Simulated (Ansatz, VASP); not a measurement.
# MgB3: VASP beside Ansatz

```xyz
8
Lattice="2.6092 -3.9000 0.0000 2.6092 3.9000 0.0000 0.0000 0.0000 3.5228" Properties=species:S:1:pos:R:3 pbc="T T T"
Mg    2.6092   -1.0304    0.8807
Mg    2.6092    1.0304    2.6421
B     2.6092    2.5342    0.8807
B     2.6092   -2.5342    2.6421
B     1.1110    0.7410    0.8807
B     4.1074   -0.7410    2.6421
B     1.1110   -0.7410    2.6421
B     4.1074    0.7410    0.8807
```

Alike in both runs: task single point; functional PBE; k mesh 4 × 4 × 6; occupations gaussian, width 0.1 eV; no spin polarisation.

|  | VASP | Ansatz |
| --- | --- | --- |
| version | VASP 6.6.1 | Ansatz 0.2.0 |
| potentials or method | VASP PAW PBE potentials, release 64 (Mg, B), cutoff 600 eV | scalar-relativistic, plane waves, PAW |
| valence electrons in the cell | 22 | 38 |

Ansatz gave:

```
gap on the k mesh at the Fermi level (eV)                     : none
pressure (GPa)                                                : -6.5
traceless stress, the component that is largest in VASP (GPa) : 8.98
rms of the force components (eV/Å)                            : 1.001
```

Q: Estimate VASP's values.

A: gap on the k mesh at the Fermi level (eV): none; pressure (GPa): -6.6; traceless stress, the component that is largest in VASP (GPa): 9.01; rms of the force components (eV/Å): 1.004.

Atom by atom the forces differ by 0.004 eV/Å (rms over components). A gap of «none» marks a metal or a gap that the smearing closes. VASP's potentials hold 22 valence electrons a cell and Ansatz's 38, so a difference there can come from the potentials and not from the codes.

The k mesh is coarse, so the values compare programs but aren't converged.
